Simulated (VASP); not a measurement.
# CuAu in VASP: further runs

The runs below take CuAu through single point, with PBE.

Everything below comes from runs of VASP 6.6.1. Logs are shortened: lines on timing, memory, paths and dates and some standing lists are left out, and cuts for length are marked.

## 1. The cell of the first run

The structure is tetragonal, space group P4/mmm (No. 123). The conventional cell has a = 2.800 Å, b = 2.800 Å, c = 3.670 Å, α = 90.00°, β = 90.00°, γ = 90.00°. Within 3.6 Å of Cu (site symmetry 4/mmm) lie 8 Au at 2.70 Å and 4 Cu at 2.80 Å. Au (site symmetry 4/mmm) has 8 Cu at 2.70 Å and 4 Au at 2.80 Å within 3.6 Å.

## 2. Single point, PBE, collinear spin, zero start

The input, INCAR:

```
ALGO = Fast
EDIFF = 1E-7
ENCUT = 520
GGA = PE
ISIF = 2
ISMEAR = 0
ISPIN = 2
LASPH = T
LCHARG = F
LMAXMIX = 4
LORBIT = 11
LREAL = F
LWAVE = F
MAGMOM = 0 0
NBANDS = 22
NELM = 150
PREC = Accurate
SIGMA = 0.1
```

The input, KPOINTS:

```
k-points
0
Gamma
  6 6 4
```

The input, POSCAR:

```
CuAu
1.0
    2.8000000000      0.0000000000      0.0000000000
    0.0000000000      2.8000000000      0.0000000000
    0.0000000000      0.0000000000      3.6700000000
Cu Au
1 1
Direct
    0.5000000000      0.5000000000      0.5000000000
    0.0000000000      0.0000000000      0.0000000000
```

Potentials or basis: VASP PAW PBE potentials, release 64 (Cu, Au).

Run with:

```bash
$ cat potpaw_PBE.64/Cu/POTCAR potpaw_PBE.64/Au/POTCAR > POTCAR
$ mpirun -np 1 vasp_std > vasp.out
```

OUTCAR:

```text
EDIFF = 1E-7
   ENCUT = 520
   GGA = PE
   ISIF = 2
   ISMEAR = 0
   ISPIN = 2
   LASPH = T
   LORBIT = 11
   LREAL = F
   NELM = 150
   PREC = Accurate

 ion  position               nearest neighbor table
   1  0.500  0.500  0.500-   2 2.70   2 2.70   2 2.70   2 2.70   2 2.70   2 2.70   2 2.70   2 2.70

   2  0.000  0.000  0.000-   1 2.70   1 2.70   1 2.70   1 2.70   1 2.70   1 2.70   1 2.70   1 2.70

  LATTYP: Found a simple tetragonal cell.
 ALAT       =     2.8000000000
 C/A-ratio  =     1.3107142857

  Lattice vectors:

 A1 = (   2.8000000000,   0.0000000000,   0.0000000000)
 A2 = (   0.0000000000,   2.8000000000,   0.0000000000)
 A3 = (   0.0000000000,   0.0000000000,   3.6700000000)

Analysis of symmetry for initial positions (statically):
=====================================================================
 Subroutine PRICEL returns:
 Original cell was already a primitive cell.

 Routine SETGRP: Setting up the symmetry group for a
 simple tetragonal supercell.

 Subroutine GETGRP returns: Found 16 space group operations
 (whereof 16 operations were pure point group operations)
 out of a pool of 16 trial point group operations.

The static configuration has the point symmetry D_4h.

Analysis of symmetry for dynamics (positions and initial velocities):
=====================================================================
 Subroutine PRICEL returns:
 Original cell was already a primitive cell.

 Routine SETGRP: Setting up the symmetry group for a
 simple tetragonal supercell.

 Subroutine GETGRP returns: Found 16 space group operations
 (whereof 16 operations were pure point group operations)
 out of a pool of 16 trial point group operations.

The dynamic configuration has the point symmetry D_4h.

Analysis of structural, dynamic, and magnetic symmetry:
=====================================================================
 Subroutine PRICEL returns:
 Original cell was already a primitive cell.

 Routine SETGRP: Setting up the symmetry group for a
 simple tetragonal supercell.

 Subroutine GETGRP returns: Found 16 space group operations
 (whereof 16 operations were pure point group operations)
 out of a pool of 16 trial point group operations.

The overall configuration has the point symmetry D_4h.

 Subroutine INISYM returns: Found 16 space group operations
 (whereof 16 operations are pure point group operations),
 and found     1 'primitive' translations

----------------------------------------------------------------------------------------

                                     Primitive cell

  volume of cell :      28.7728

  direct lattice vectors                    reciprocal lattice vectors
     2.800000000  0.000000000  0.000000000     0.357142857  0.000000000  0.000000000
     0.000000000  2.800000000  0.000000000     0.000000000  0.357142857  0.000000000
     0.000000000  0.000000000  3.670000000     0.000000000  0.000000000  0.272479564

  length of vectors
     2.800000000  2.800000000  3.670000000     0.357142857  0.357142857  0.272479564

  position of ions in fractional coordinates (direct lattice)
     0.500000000  0.500000000  0.500000000
     0.000000000  0.000000000  0.000000000

  ion indices of the primitive-cell ions
   primitive index   ion index
                 1           1
                 2           2

----------------------------------------------------------------------------------------

 KPOINTS: k-points

Automatic generation of k-mesh.
 Grid dimensions read from file:
 generate k-points for:    6    6    4

 Generating k-lattice:

  Cartesian coordinates                     Fractional coordinates (reciprocal lattice)
     0.059523810  0.000000000  0.000000000     0.166666667  0.000000000  0.000000000
     0.000000000  0.059523810  0.000000000     0.000000000  0.166666667  0.000000000
     0.000000000  0.000000000  0.068119891     0.000000000  0.000000000  0.250000000

  Length of vectors
     0.059523810  0.059523810  0.068119891

  Shift w.r.t. Gamma in fractional coordinates (k-lattice)
     0.000000000  0.000000000  0.000000000

 Subroutine IBZKPT returns following result:
 ===========================================

 Found     30 irreducible k-points:

 Following reciprocal coordinates:
            Coordinates               Weight
  0.000000  0.000000  0.000000      1.000000
  0.166667  0.000000  0.000000      4.000000
  0.333333  0.000000  0.000000      4.000000
  0.500000  0.000000  0.000000      2.000000
  0.166667  0.166667  0.000000      4.000000
  0.333333  0.166667  0.000000      8.000000
[... 16 lines left out ...]
  0.333333  0.000000  0.500000      4.000000
  0.500000  0.000000  0.500000      2.000000
 [... further k-points ...]
   k-points           NKPTS =     30   k-points in BZ     NKDIM =     30   number of bands    NBANDS=     22
   number of dos      NEDOS =    301   number of ions     NIONS =      2
   total plane-waves  NPLWV =  16128
   dimension x,y,z NGX =    24 NGY =   24 NGZ =   28
   dimension x,y,z NGXF=    48 NGYF=   48 NGZF=   56
   ions per type =               1   1
   NGX,Y,Z   is equivalent  to a cutoff of  14.25, 14.25, 12.68 a.u.
   NGXF,Y,Z  is equivalent  to a cutoff of  28.50, 28.50, 25.37 a.u.
 SYSTEM =  unknown system
   PREC   = accura    normal or accurate (medium, high low for compatibility)
   ISTART =      0    job   : 0-new  1-cont  2-samecut
   ICHARG =      2    charge: 1-file 2-atom 10-const
   ISPIN  =      2    spin polarized calculation?
   LNONCOLLINEAR =      F non collinear calculations
   LSORBIT =      F    spin-orbit coupling
   LASPH  =      T    aspherical Exc in radial PAW
   ENCUT  =  520.0 eV  38.22 Ry    6.18 a.u.   5.21  5.21  6.82*2*pi/ulx,y,z
   NELM   =    150;   NELMIN=  2; NELMDL= -5     # of ELM steps
   EDIFF  = 0.1E-06   stopping-criterion for ELM
   LREAL  =      F    real-space projection
   EDIFFG = 0.1E-05   stopping-criterion for IOM
   NSW    =      0    number of steps for IOM
   IBRION =     -1    ionic relax: 0-MD 1-quasi-New 2-CG
   NFREE  =      0    steps in history (QN), initial steepest desc. (CG)
   ISIF   =      2    stress and relaxation
   ISYM   =      2    0-nonsym 1-usesym 2-fastsym
   POTIM  = 0.5000    time-step for ionic-motion
   TEBEG  =    0.0;   TEEND  =   0.0 temperature during run
   PSTRESS=    0.0 pullay stress
   NELECT =      22.0000    total number of electrons
   NUPDOWN=      -1.0000    fix difference up-down
   EMIN   =  10.00;   EMAX   =-10.00  energy-range for DOS
   EFERMI =   0.00;   METHOD = LEGACY
   ISMEAR =     0;   SIGMA  =   0.10  broadening in eV -4-tet -1-fermi 0-gaus
   EFERMI_NEDOS =   21; number of points for ismear=-14 and -15
   IALGO  =     68    algorithm
   IMIX   =      4    mixing-type and parameters
     AMIX     =   0.40;   BMIX     =  1.00
     AMIX_MAG =   1.60;   BMIX_MAG =  1.00
  volume/ion in A,a.u.               =      14.39        97.08
  Fermi-wavevector in a.u.,A,eV,Ry     =   1.497000  2.828919 30.490762  2.241008
  Thomas-Fermi vector in A             =   2.608944
   LORBIT       =     11    0 simple, 1 ext, 2 COOP (PROOUT), +10 PAW based schemes
   GGA     = PE    functional components
   LHFCALC =     F    Hartree Fock is set to
   AEXX    =    0.0000 exact exchange contribution
   IVDW    =     0    specifies the selected vdW correction
   LEPSILON=     F    determine dielectric tensor
   LRPA    =     F    only Hartree local field effects (RPA)
 spin polarized calculation
 RMM-DIIS sequential band-by-band and
 Gauss-broadening in eV      SIGMA  =   0.10
  energy-cutoff  :      520.00
  volume of cell :       28.77
 maximum number of plane-waves:       800
 NGX is ok and might be reduce to    24
   NGX = 11   NGY = 11   NGZ = 13

 number of electron      22.0000009 magnetization       0.0000001

 number of electron      22.0000009 magnetization      -0.0000000

 Free energy of the ion-electron system (eV)
  ---------------------------------------------------
  ext. energy  EPLUGINS =         0.00000000
  ---------------------------------------------------
  free energy    TOTEN  =        -6.99154518 eV

  energy without entropy =       -6.98272044  energy(sigma->0) =       -6.98713281

 E-fermi :   8.9237     XC(G=0): -12.7334

 val. band max:        8.8984194851   @ k =   0.5000   0.1667   0.0000
 cond. band min:       8.9336241693   @ k =   0.3333   0.1667   0.5000
 fundamental gap:      0.0352046842
 Fermi energy:         8.9236708817

 spin component 1

 k-point     1 :       0.0000    0.0000    0.0000
  band No.  band energies     occupation
      1      -0.9721      1.00000
      2       2.2136      1.00000
      3       2.3645      1.00000
      4       4.7963      1.00000
      5       4.7963      1.00000
      6       5.8832      1.00000
[... 14 lines left out ...]
     21      31.0088      0.00000
     22      35.5280      0.00000
[... 552 lines left out ...]
  band No.  band energies     occupation
      1       1.8640      1.00000
      2       2.1821      1.00000
      3       4.3633      1.00000
      4       4.7755      1.00000
      5       4.7901      1.00000
      6       6.1831      1.00000
[... 14 lines left out ...]
     21      31.1642      0.00000
     22      31.8991      0.00000

 [... further k-points ...]

 spin component 2

 k-point     1 :       0.0000    0.0000    0.0000
  band No.  band energies     occupation
      1      -0.9721      1.00000
      2       2.2136      1.00000
      3       2.3645      1.00000
      4       4.7963      1.00000
      5       4.7963      1.00000
      6       5.8832      1.00000
[... 14 lines left out ...]
     21      31.0088      0.00000
     22      35.5281      0.00000
[... 552 lines left out ...]
  band No.  band energies     occupation
      1       1.8640      1.00000
      2       2.1821      1.00000
      3       4.3633      1.00000
      4       4.7755      1.00000
      5       4.7901      1.00000
      6       6.1831      1.00000
[... 14 lines left out ...]
     21      31.1642      0.00000
     22      31.8991      0.00000

 [... further k-points ...]
[... 5 lines left out ...]
  --------------------------------------------------------------------------------------
  -------------------------------------------------------------------------------------
  Total        1.4768066      1.4768066      0.8568708      0.0000000      0.0000000      0.0000000
  in kB       82.2341277     82.2341277     47.7137792      0.0000000      0.0000000      0.0000000
  external PRESSURE =      70.7273449 kB  Pullay stress =       0.0000000 kB

 VOLUME and BASIS-vectors are now :
 -----------------------------------------------------------------------------
  energy-cutoff  :      520.00
  volume of cell :       28.77
      direct lattice vectors                 reciprocal lattice vectors
     2.800000000  0.000000000  0.000000000     0.357142857  0.000000000  0.000000000
     0.000000000  2.800000000  0.000000000     0.000000000  0.357142857  0.000000000
     0.000000000  0.000000000  3.670000000     0.000000000  0.000000000  0.272479564

 POSITION                                       TOTAL-FORCE (eV/Angst)
 -----------------------------------------------------------------------------------
      1.40000      1.40000      1.83500         0.000000      0.000000      0.000000
      0.00000      0.00000      0.00000         0.000000      0.000000      0.000000
 -----------------------------------------------------------------------------------
    total drift:                                0.000000      0.000000     -0.000000

  FREE ENERGIE OF THE ION-ELECTRON SYSTEM (eV)
  ---------------------------------------------------
  free  energy   TOTEN  =        -6.9915451762 eV

  energy  without entropy=       -6.9827204431  energy(sigma->0) =       -6.98713281

 total charge

# of ion       s       p       d       tot
------------------------------------------
    1        0.385   0.322   9.225   9.932
    2        0.614   0.432   8.703   9.749
--------------------------------------------------
tot          0.998   0.754  17.928  19.680

 magnetization (x)

# of ion       s       p       d       tot
------------------------------------------
    1        0.000  -0.000   0.000   0.000
    2       -0.000  -0.000  -0.000  -0.000
--------------------------------------------------
tot         -0.000  -0.000   0.000  -0.000
```

Run time: 30 s. Hardware: 1 thread of Intel Xeon 6975P-C (Granite Rapids), shared host; peak memory 0.17 GiB.

Results:

| Item | Value |
| --- | --- |
| Free energy | -6.9915 eV |
| Pressure | 7.1 GPa |
| Band gap on the k mesh | zero (filled and empty bands overlap) |
| Net moment | 0.00 μB per cell |
| Valence electrons inside the program's atomic spheres | Cu 9.93; Au 9.75 |

Levels at points of the mesh, in eV from the Fermi level:
Spin up:
| k point | band 9 | band 10 | band 11 | band 12 | band 13 | band 14 |
| --- | --- | --- | --- | --- | --- | --- |
| (0.00, 0.00, 0.00) | -1.72 | -1.49 | -1.49 | 2.08 | 8.13 | 10.06 |
| (0.50, 0.00, 0.00) | -2.44 | -2.23 | -0.88 | -0.14 | 9.46 | 9.55 |
| (0.50, 0.50, 0.00) | -1.39 | -1.39 | 0.62 | 0.62 | 5.21 | 6.94 |
| (0.00, 0.00, 0.50) | -2.38 | -2.36 | -2.36 | -2.01 | 14.39 | 14.66 |
| (0.50, 0.00, 0.50) | -1.62 | -1.58 | -1.10 | -1.10 | 2.71 | 4.45 |
| (0.50, 0.50, 0.50) | -1.66 | -1.66 | 5.41 | 5.52 | 5.52 | 6.25 |
Spin down:
```csv
k point,band 8,band 9,band 10,band 11,band 12,band 13,band 14,band 15
"(0.00, 0.00, 0.00)",-2.17,-1.72,-1.49,-1.49,2.08,8.13,10.06,10.06
"(0.50, 0.00, 0.00)",-3.01,-2.44,-2.23,-0.88,-0.14,9.46,9.55,11.42
"(0.50, 0.50, 0.00)",-1.66,-1.39,-1.39,0.62,0.62,5.21,6.94,10.12
"(0.00, 0.00, 0.50)",-2.78,-2.38,-2.36,-2.36,-2.01,14.39,14.66,14.66
"(0.50, 0.00, 0.50)",-1.75,-1.62,-1.58,-1.10,-1.10,2.71,4.45,15.90
"(0.50, 0.50, 0.50)",-2.17,-1.66,-1.66,5.41,5.52,5.52,6.25,6.92
```

Caveat: the k points lie up to 0.43 Å⁻¹ apart; spin-orbit coupling is left out, which moves the levels of the heavy elements.

## 3. Single point, PBE

This run uses another cell than the first one, of 16.93 Å³/atom, 1.177 times its volume.

The input, INCAR:

```
PREC     = Accurate       # precision mode
ENCUT    = 520            # plane-wave cutoff, eV
EDIFF    = 1E-7           # SCF threshold, eV
ISMEAR   = 0              # smearing method
SIGMA    = 0.1            # smearing width, eV
LREAL    = F              # projectors in reciprocal space
LASPH    = T              # aspherical terms in the spheres
NELM     = 60             # most SCF steps
ALGO     = Fast           # electronic algorithm
ISIF     = 2              # what is computed and relaxed
LWAVE    = F              # write WAVECAR
LCHARG   = F              # write CHGCAR
GGA      = PE             # functional
NBANDS   = 18             # bands
```

The input, KPOINTS:

```
Automatic mesh
0
Gamma
  2 2 1
  0 0 0.5
```

The input, POSCAR:

```
CuAu
1.0
    2.8412224101      0.0000000000      0.0000000000
    0.0000000000      2.8412224101      0.0000000000
    0.0000000000      0.0000000000      4.1954415382
Cu Au
1 1
Direct
    0.5000000000      0.5000000000      0.5000000000
    0.0000000000      0.0000000000      0.0000000000
```

Potentials or basis: VASP PAW PBE potentials, release 64 (Cu, Au).

Run with:

```bash
$ cat potpaw_PBE.64/Cu/POTCAR potpaw_PBE.64/Au/POTCAR > POTCAR
$ mpirun -np 1 vasp_std > vasp.out
```

It took 6.1 s on 1 thread of Intel Xeon Platinum 8488C (Sapphire Rapids), shared host; peak memory 0.14 GiB.

It converged, with:

```
Free energy            : -4.4693 eV
Pressure               : 0.0 GPa
Band gap on the k mesh : zero (band 11 reaches 11.89 eV, above the bottom of band 12 at 5.18 eV)
```

Stress tensor (GPa, compression positive):
```
-0.08  0.00  0.00
 0.00 -0.08  0.00
 0.00  0.00  0.24
```

Levels at points of the mesh, in eV from the Fermi level:
| k point | band 8 | band 9 | band 10 | band 11 | band 12 | band 13 | band 14 | band 15 |
| --- | --- | --- | --- | --- | --- | --- | --- | --- |
| (0.00, 0.00, 0.50) | -1.69 | -1.55 | -1.27 | -1.27 | -1.00 | 13.80 | 14.80 | 14.80 |
| (0.50, 0.00, 0.50) | -0.94 | -0.93 | -0.83 | -0.02 | 0.02 | 2.80 | 3.86 | 15.58 |
| (0.50, 0.50, 0.50) | -1.23 | -0.74 | -0.72 | 5.71 | 5.71 | 5.86 | 6.48 | 6.60 |

Caveat: the k points lie up to 1.50 Å⁻¹ apart; spin-orbit coupling is left out, which moves the levels of the heavy elements.

## 4. Single point, PBE

The input, INCAR:

```
PREC     = Accurate       # precision mode
ENCUT    = 520            # plane-wave cutoff, eV
EDIFF    = 1E-7           # SCF threshold, eV
ISMEAR   = 0              # smearing method
SIGMA    = 0.1            # smearing width, eV
LREAL    = False          # projectors in reciprocal space
LASPH    = True           # aspherical terms in the spheres
NELM     = 60             # most SCF steps
ALGO     = Normal         # electronic algorithm
ISIF     = 2              # what is computed and relaxed
LWAVE    = False          # write WAVECAR
LCHARG   = False          # write CHGCAR
GGA      = PE             # functional
ISYM     = 0            
NBANDS   = 18             # bands
```

The input, KPOINTS:

```
Automatic mesh
0
Gamma
  2 1 4
```

The input, POSCAR:

```
CuAu
1.0
    2.8000000000      0.0000000000      0.0000000000
    0.0000000000      2.8000000000      0.0000000000
    0.0000000000      0.0000000000      3.6700000000
Cu Au
1 1
Direct
    0.5000000000      0.5000000000      0.5000000000
    0.0000000000      0.0000000000      0.0000000000
```

Run with:

```bash
$ cat potpaw_PBE.64/Cu/POTCAR potpaw_PBE.64/Au/POTCAR > POTCAR
$ mpirun -np 1 vasp_std > vasp.out
```

It took 7.4 s on 1 thread of Intel Xeon Platinum 8488C (Sapphire Rapids), shared host; peak memory 0.14 GiB.

It converged, with:

```
Free energy            : -8.7166 eV
Pressure               : 1.8 GPa
Band gap on the k mesh : zero (band 11 reaches 7.78 eV, above the bottom of band 12 at 6.85 eV)
```

Stress tensor (GPa, compression positive):
```
 21.37   0.00   0.00
  0.00 -23.53   0.00
  0.00   0.00   7.64
```

Levels at points of the mesh, in eV from the Fermi level:
| k point | band 8 | band 9 | band 10 | band 11 | band 12 | band 13 | band 14 | band 15 |
| --- | --- | --- | --- | --- | --- | --- | --- | --- |
| (0.00, 0.00, 0.00) | -1.07 | -0.60 | -0.58 | -0.17 | 3.24 | 9.23 | 11.18 | 11.26 |
| (0.50, 0.00, 0.00) | -1.81 | -1.36 | -1.00 | -0.01 | 0.69 | 10.48 | 10.78 | 12.50 |
| (0.00, 0.00, 0.50) | -1.47 | -1.46 | -1.32 | -1.14 | -0.93 | 15.47 | 15.76 | 16.00 |
| (0.50, 0.00, 0.50) | -0.92 | -0.37 | -0.34 | -0.08 | -0.02 | 3.74 | 5.52 | 16.93 |

Caveat: the k points lie up to 2.24 Å⁻¹ apart; spin-orbit coupling is left out, which moves the levels of the heavy elements.

[end of part 1 of 2]
